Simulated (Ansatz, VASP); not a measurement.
**One calculation of Rb2Ag, two programs**

File INCAR:

```
SYSTEM = Rb2Ag
PREC = Accurate ; ENCUT = 520
EDIFF = 1E-6 ; ISMEAR = 0
SIGMA = 0.1 ; LREAL = .False.
LASPH = .True. ; NELM = 60
ALGO = Normal ; ISIF = 2
LWAVE = .False. ; LCHARG = .False.
GGA = PE ; NBANDS = 22
```

The input KPOINTS:

```
regular mesh
0
Gamma
  4 4 4
  0 0 0
```

POSCAR

```
Rb2Ag
1.0
    4.3555036600      0.0000000000      0.0000000000
    0.0000000000      4.3555036600      0.0000000000
    0.0000000000      0.0000000000      6.0027716600
Rb Ag
2 1
Direct
    0.5000000000      0.5000000000      0.0000000000
    0.0000000000      0.0000000000      0.5000000000
    0.0000000000      0.0000000000      0.0000000000
```

Input for Ansatz:

```yaml
crystal:
  lattice:
    - [4.35550366, 0.0, 0.0]
    - [0.0, 4.35550366, 0.0]
    - [0.0, 0.0, 6.00277166]
  atoms:
    - { symbol: Rb, position: [0.5, 0.5, 0.0] }
    - { symbol: Rb, position: [0.0, 0.0, 0.5] }
    - { symbol: Ag, position: [0.0, 0.0, 0.0] }
basis:
  ecutwfc: 420
kpoints:
  mp_grid: { grid: [4, 4, 4] }
hamiltonian:
  xc: pbe
scf:
  occupations: { method: gaussian, width: 0.1 }
  lower_state_search: "off"
output:
  forces: true
  stress: true
  eigenvalues: true
```

Alike in both runs: task single point; functional PBE; k mesh 4 × 4 × 4; occupations gaussian, width 0.1 eV; no spin polarisation.

```csv
,VASP,Ansatz
version,VASP 6.6.1,Ansatz 0.2.0
potentials or method,"VASP PAW PBE potentials, release 64 (Rb_sv, Ag), cutoff 520 eV","scalar-relativistic, plane waves, PAW"
valence electrons in the cell,29,37
```

Ansatz gave:

| Quantity | Value |
| --- | --- |
| gap on the k mesh at the Fermi level (eV) | none |
| pressure (GPa) | 7.9 |
| traceless stress, the component that is largest in VASP (GPa) | 1.59 |

Task: Estimate VASP's values.

Result: gap on the k mesh at the Fermi level (eV): none; pressure (GPa): 7.9; traceless stress, the component that is largest in VASP (GPa): 1.60.

A gap of «none» marks a metal or a gap that the smearing closes. The functional is the same, so the differences come from potentials, cutoffs and numerics. VASP's potentials hold 29 valence electrons a cell and Ansatz's 37, so a difference there can come from the potentials and not from the codes.

The k mesh is coarse, so the values compare programs but aren't converged.
